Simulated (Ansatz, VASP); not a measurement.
# SrLiH3 in VASP and in Ansatz

```
Li Sr H
1.0
     4.63079    0.00000    0.01158
     0.00000    4.63079    0.00000
     0.01158    0.00000    4.63079
Li Sr H
1 1 3
Cartesian
  0.0000 0.0000 0.0000
  2.3212 2.3154 2.3212
  0.0058 2.3154 2.3154
  2.3212 0.0000 2.3212
  2.3154 2.3154 0.0058
```

Change from the starting cell: strain +0.0050 x Voigt [0, 0, 0, 0, 1, 0], atoms carried along.

Alike in both runs: task single point; functional PBE; k mesh 6 × 6 × 6; occupations gaussian, width 0.05 eV; no spin polarisation.

|  | VASP | Ansatz |
| --- | --- | --- |
| version | VASP 6.6.1 | Ansatz 0.2.0 |
| potentials or method | VASP PAW PBE potentials, release 64 (Li_sv, Sr_sv, H), cutoff 520 eV | scalar-relativistic, plane waves, PAW |
| valence electrons in the cell | 16 | 16 |

```tsv
	VASP	Ansatz	Ansatz less VASP
gap on the k mesh at the Fermi level (eV)	1.82	1.82	+0.003
least direct gap on the mesh (eV)	2.24	2.24	0.000
```

Noted on VASP's run: the cutoff is under 1.25 times that of the potentials, so the pressure is a little rough.
